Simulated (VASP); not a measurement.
A run of VASP 6.6.1 is set up as follows.

INCAR

```
  PREC = Accurate
  ENCUT = 520
  EDIFF = 1E-6
  ISMEAR = -1
  SIGMA = 0.03
  LREAL = False
  LASPH = True
  NELM = 80
  ALGO = Normal
  ISIF = 2
  LWAVE = False
  LCHARG = True
  GGA = PS
  LELF = True
  LVHAR = True
  NBANDS = 11
```

The input KPOINTS:

```
Automatic mesh
0
Gamma
  16 16 16
```

Contents of POSCAR:

```
Hf
1.0
    0.0000000000      2.2347024152      2.2347024152
    2.2347024152      0.0000000000      2.2347024152
    2.2347024152      2.2347024152      0.0000000000
Hf
1
Direct
    0.0000000000      0.0000000000      0.0000000000
```

Potentials or basis: VASP PAW PBE potentials, release 64 (Hf_pv).

The run is started by

```sh
$ cat potpaw_PBE.64/Hf_pv/POTCAR > POTCAR
$ mpirun -np 1 vasp_std > vasp.out
```

Question: Predict the band gap on the k mesh.

Answer: Zero (band 5 reaches 5.99 eV, above the bottom of band 6 at 4.21 eV).

Question: Predict the pressure.

Answer: -4.0 GPa.

Caveat: the PAW data sets were made with another functional, which shifts forces and pressure a little; spin-orbit coupling is left out, which moves the levels of the heavy elements.
